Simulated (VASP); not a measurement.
# B (P4/mmm) in VASP: a series of runs, part 2 of 2

VASP 6.6.1. Earlier steps stand in the parts before.

### Step 3. Single point, B3LYP

This run uses another cell than the first one, of 8.73 Å³/atom, 1.020 times its volume.

Input file POSCAR:

```
B
1.0
    2.3461100000      0.0000000000      0.0000000000
    0.0000000000      2.3461100000      0.0000000000
    0.0000000000      0.0000000000      1.5857900000
B
1
Direct
    0.5000000000      0.5000000000      0.5000000000
```

Input file INCAR.step1:

```
PREC     = Accurate       # precision mode
ENCUT    = 520            # plane-wave cutoff, eV
EDIFF    = 1E-5           # SCF threshold, eV
ISMEAR   = -1             # smearing method
SIGMA    = 0.05           # smearing width, eV
LREAL    = F              # projectors in reciprocal space
LASPH    = T              # aspherical terms in the spheres
NELM     = 60             # most SCF steps
ALGO     = Normal         # electronic algorithm
ISIF     = 2              # what is computed and relaxed
LWAVE    = T              # write WAVECAR
LCHARG   = F              # write CHGCAR
GGA      = PE             # functional
NBANDS   = 8              # bands
```

Input file INCAR.step2:

```
PREC     = Accurate       # precision mode
ENCUT    = 520            # plane-wave cutoff, eV
EDIFF    = 1E-7           # SCF threshold, eV
ISMEAR   = -1             # smearing method
SIGMA    = 0.05           # smearing width, eV
LREAL    = F              # projectors in reciprocal space
LASPH    = T              # aspherical terms in the spheres
NELM     = 60             # most SCF steps
ALGO     = Normal         # electronic algorithm
ISIF     = 2              # what is computed and relaxed
LWAVE    = F              # write WAVECAR
LCHARG   = F              # write CHGCAR
GGA      = B3             # functional
LHFCALC  = T              # exact exchange
AEXX     = 0.2            # exact-exchange fraction
AGGAX    = 0.72         
AGGAC    = 0.81         
ALDAC    = 0.19         
PRECFOCK = Normal       
ISTART   = 1            
NBANDS   = 8              # bands
```

Input file KPOINTS:

```
regular mesh
0
Gamma
  6 6 8
```

Potentials or basis: VASP PAW PBE potentials, release 64 (B).

The run is started by

```
$ cat potpaw_PBE.64/B/POTCAR > POTCAR
$ cp INCAR.step1 INCAR
$ mpirun -np 1 vasp_std > vasp.out
$ cp INCAR.step2 INCAR
$ mpirun -np 1 vasp_std > vasp.out
```

Run time: 58 s. Hardware: 1 thread of Intel Xeon 6975P-C (Granite Rapids), shared host; peak memory 0.11 GiB.

It converged, with:

```
Free energy : -6.0066 eV
Pressure    : 0.8 GPa
```

Stress tensor (GPa, compression positive):
```
  8.45   0.00   0.00
  0.00   8.45   0.00
  0.00   0.00 -14.50
```

Levels at points of the mesh, in eV from the Fermi level:
```csv
k point,band 1,band 2,band 3,band 4,band 5
"(0.00, 0.00, 0.00)",-15.43,5.79,5.79,15.89,17.02
"(0.50, 0.00, 0.00)",-10.44,-8.02,7.72,21.53,21.85
"(0.50, 0.50, 0.00)",-5.26,-4.54,-4.54,6.54,29.61
"(0.00, 0.00, 0.50)",-6.92,2.67,15.35,15.35,23.21
"(0.50, 0.00, 0.50)",-4.81,5.77,8.42,12.28,16.61
"(0.50, 0.50, 0.50)",-3.05,8.26,8.26,15.23,16.74
```

Caveat: the k points lie up to 0.50 Å⁻¹ apart; the PAW data sets were made with another functional, which shifts forces and pressure a little.

### Step 4. Single point, B3LYP

This run uses another cell than the first one, of 8.90 Å³/atom, 1.041 times its volume.

Input file POSCAR:

```
B
1.0
    2.3616476051      0.0000000000      0.0000000000
    0.0000000000      2.3616476051      0.0000000000
    0.0000000000      0.0000000000      1.5962922266
B
1
Direct
    0.5000000000      0.5000000000      0.5000000000
```

Input file INCAR.step1:

```
  ALGO = Normal
  EDIFF = 1E-5
  ENCUT = 520
  GGA = PE
  ISIF = 2
  ISMEAR = -1
  LASPH = True
  LCHARG = False
  LREAL = False
  LWAVE = True
  NBANDS = 8
  NELM = 80
  PREC = Accurate
  SIGMA = 0.05
```

Input file INCAR.step2:

```
  AEXX = 0.2
  AGGAC = 0.81
  AGGAX = 0.72
  ALDAC = 0.19
  ALGO = Normal
  EDIFF = 1E-7
  ENCUT = 520
  GGA = B3
  ISIF = 2
  ISMEAR = -1
  ISTART = 1
  LASPH = True
  LCHARG = False
  LHFCALC = True
  LREAL = False
  LWAVE = False
  NBANDS = 8
  NELM = 80
  PREC = Accurate
  PRECFOCK = Normal
  SIGMA = 0.05
```

Input file KPOINTS:

```
k-points
0
Gamma
  6 6 8
```

The run is started by

```
$ cat potpaw_PBE.64/B/POTCAR > POTCAR
$ cp INCAR.step1 INCAR
$ mpirun -np 1 vasp_std > vasp.out
$ cp INCAR.step2 INCAR
$ mpirun -np 1 vasp_std > vasp.out
```

It took 56 s on 1 thread of Intel Xeon 6975P-C (Granite Rapids), shared host; peak memory 0.11 GiB.

Results (log left out):

```
Free energy : -6.0069 eV
Pressure    : -1.3 GPa
```

Stress tensor (GPa, compression positive):
```
 10.32   0.00   0.00
  0.00  10.32   0.00
  0.00   0.00 -24.60
```

Levels at points of the mesh, in eV from the Fermi level:
```
           k point  band 1  band 2  band 3  band 4  band 5  band 6
(0.00, 0.00, 0.00)  -15.22    5.76    5.76   15.82   16.82   27.81
(0.50, 0.00, 0.00)  -10.34   -7.82    7.64   21.30   21.66   24.06
(0.50, 0.50, 0.00)   -5.32   -4.41   -4.41    6.59   29.17   37.29
(0.00, 0.00, 0.50)   -6.77    2.63   15.15   15.15   23.01   28.20
(0.50, 0.00, 0.50)   -4.70    5.77    8.26   12.26   16.39   30.72
(0.50, 0.50, 0.50)   -2.98    8.21    8.21   14.86   16.66   16.66
```

Caveat: the k points lie up to 0.49 Å⁻¹ apart; the PAW data sets were made with another functional, which shifts forces and pressure a little.

### Step 5. Single point, B3LYP

This run uses another cell than the first one, of 9.08 Å³/atom, 1.061 times its volume.

Input file POSCAR:

```
B
1.0
    2.3769834089      0.0000000000      0.0000000000
    0.0000000000      2.3769834089      0.0000000000
    0.0000000000      0.0000000000      1.6066580510
B
1
Direct
    0.5000000000      0.5000000000      0.5000000000
```

Input file INCAR.step1:

```
SYSTEM = B
  ALGO = Normal
  EDIFF = 1E-5
  ENCUT = 520
  GGA = PE
  ISIF = 2
  ISMEAR = -1
  LASPH = .True.
  LCHARG = .False.
  LREAL = .False.
  LWAVE = .True.
  NBANDS = 8
  NELM = 100
  PREC = Accurate
  SIGMA = 0.05
```

Input file INCAR.step2:

```
SYSTEM = B
  AEXX = 0.2
  AGGAC = 0.81
  AGGAX = 0.72
  ALDAC = 0.19
  ALGO = Normal
  EDIFF = 1E-6
  ENCUT = 520
  GGA = B3
  ISIF = 2
  ISMEAR = -1
  ISTART = 1
  LASPH = .True.
  LCHARG = .False.
  LHFCALC = .True.
  LREAL = .False.
  LWAVE = .False.
  NBANDS = 8
  NELM = 100
  PREC = Accurate
  PRECFOCK = Normal
  SIGMA = 0.05
```

Input file KPOINTS:

```
k-points
0
Gamma
  6 6 8
  0 0 0
```

The run is started by

```
$ cat potpaw_PBE.64/B/POTCAR > POTCAR
$ cp INCAR.step1 INCAR
$ mpirun -np 1 vasp_std > vasp.out
$ cp INCAR.step2 INCAR
$ mpirun -np 1 vasp_std > vasp.out
```

It took 53 s on 1 thread of Intel Xeon 6975P-C (Granite Rapids), shared host; peak memory 0.11 GiB.

It converged, with:

```yaml
Free_energy: -6.0038 eV
Pressure: -4.5 GPa
```

Stress tensor (GPa, compression positive):
```
  8.77   0.00   0.00
  0.00   8.77   0.00
  0.00   0.00 -31.08
```

Levels at points of the mesh, in eV from the Fermi level:
| k point | band 1 | band 2 | band 3 | band 4 | band 5 |
| --- | --- | --- | --- | --- | --- |
| (0.00, 0.00, 0.00) | -15.08 | 5.66 | 5.66 | 15.68 | 16.57 |
| (0.50, 0.00, 0.00) | -10.31 | -7.69 | 7.50 | 21.02 | 21.41 |
| (0.50, 0.50, 0.00) | -5.42 | -4.34 | -4.34 | 6.58 | 28.66 |
| (0.00, 0.00, 0.50) | -6.70 | 2.53 | 14.89 | 14.89 | 22.75 |
| (0.50, 0.00, 0.50) | -4.68 | 5.69 | 8.02 | 12.18 | 16.09 |
| (0.50, 0.50, 0.50) | -2.99 | 8.08 | 8.08 | 14.44 | 16.51 |

Caveat: the k points lie up to 0.49 Å⁻¹ apart; the PAW data sets were made with another functional, which shifts forces and pressure a little.

### Step 6. Single point, B3LYP

This run uses another cell than the first one, of 9.25 Å³/atom, 1.082 times its volume.

Input file POSCAR:

```
B
1.0
    2.3921238388      0.0000000000      0.0000000000
    0.0000000000      2.3921238388      0.0000000000
    0.0000000000      0.0000000000      1.6168918177
B
1
Direct
    0.5000000000      0.5000000000      0.5000000000
```

Input file INCAR.step1:

```
SYSTEM = B
ALGO     = Normal         ! electronic algorithm
EDIFF    = 1E-5           ! SCF threshold, eV
ENCUT    = 520            ! plane-wave cutoff, eV
GGA      = PE             ! functional
ISIF     = 2              ! what is computed and relaxed
ISMEAR   = -1             ! smearing method
LASPH    = .TRUE.         ! aspherical terms in the spheres
LCHARG   = .FALSE.        ! write CHGCAR
LREAL    = .FALSE.        ! projectors in reciprocal space
LWAVE    = .TRUE.         ! write WAVECAR
NBANDS   = 8              ! bands
NELM     = 100            ! most SCF steps
PREC     = Accurate       ! precision mode
SIGMA    = 0.05           ! smearing width, eV
```

Input file INCAR.step2:

```
SYSTEM = B
AEXX     = 0.2            ! exact-exchange fraction
AGGAC    = 0.81         
AGGAX    = 0.72         
ALDAC    = 0.19         
ALGO     = Normal         ! electronic algorithm
EDIFF    = 1E-6           ! SCF threshold, eV
ENCUT    = 520            ! plane-wave cutoff, eV
GGA      = B3             ! functional
ISIF     = 2              ! what is computed and relaxed
ISMEAR   = -1             ! smearing method
ISTART   = 1            
LASPH    = .TRUE.         ! aspherical terms in the spheres
LCHARG   = .FALSE.        ! write CHGCAR
LHFCALC  = .TRUE.         ! exact exchange
LREAL    = .FALSE.        ! projectors in reciprocal space
LWAVE    = .FALSE.        ! write WAVECAR
NBANDS   = 8              ! bands
NELM     = 100            ! most SCF steps
PREC     = Accurate       ! precision mode
PRECFOCK = Normal       
SIGMA    = 0.05           ! smearing width, eV
```

Input file KPOINTS:

```
k-points
0
G
  6 6 8
  0 0 0
```

Potentials or basis: VASP PAW PBE potentials, release 64 (B).

The run is started by

```
$ cat potpaw_PBE.64/B/POTCAR > POTCAR
$ cp INCAR.step1 INCAR
$ mpirun -np 1 vasp_std > vasp.out
$ cp INCAR.step2 INCAR
$ mpirun -np 1 vasp_std > vasp.out
```

It took 53 s on 1 thread of Intel Xeon 6975P-C (Granite Rapids), shared host; peak memory 0.11 GiB.

Results (log left out):

- Free energy: -5.9973 eV
- Pressure: -7.5 GPa

Stress tensor (GPa, compression positive):
```
  7.31   0.00   0.00
  0.00   7.31   0.00
  0.00   0.00 -37.00
```

Levels at points of the mesh, in eV from the Fermi level:
```
           k point  band 1  band 2  band 3  band 4  band 5
(0.00, 0.00, 0.00)  -14.95    5.56    5.56   15.55   16.32
(0.50, 0.00, 0.00)  -10.28   -7.57    7.36   20.75   21.17
(0.50, 0.50, 0.00)   -5.51   -4.28   -4.28    6.58   28.17
(0.00, 0.00, 0.50)   -6.63    2.43   14.64   14.64   22.50
(0.50, 0.00, 0.50)   -4.65    5.62    7.80   12.10   15.81
(0.50, 0.50, 0.50)   -3.00    7.96    7.96   14.03   16.37
```

Caveat: the k points lie up to 0.49 Å⁻¹ apart; the PAW data sets were made with another functional, which shifts forces and pressure a little.

### Step 7. Overview

```tsv
cell	gap on the mesh (eV)	pressure (GPa)
a = 2.330, b = 2.330, c = 1.575 Å, 1 atom	none	4.5
a = 2.346, b = 2.346, c = 1.586 Å, 1 atom	none	0.8
a = 2.362, b = 2.362, c = 1.596 Å, 1 atom	none	-1.3
a = 2.377, b = 2.377, c = 1.607 Å, 1 atom	none	-4.5
a = 2.392, b = 2.392, c = 1.617 Å, 1 atom	none	-7.5
```

Alike in all rows: task single point; level B3LYP; potentials or basis VASP PAW PBE potentials, release 64 (B); no spin polarisation; k mesh 6 × 6 × 8; cutoff (eV) 520; smearing fermi-dirac 0.05 eV.

Caveats: all runs use coarse meshes; the PAW data sets were made with another functional, which shifts forces and pressure a little.

Total energies depend on the potentials used, so only differences within one code and one set of settings carry meaning.
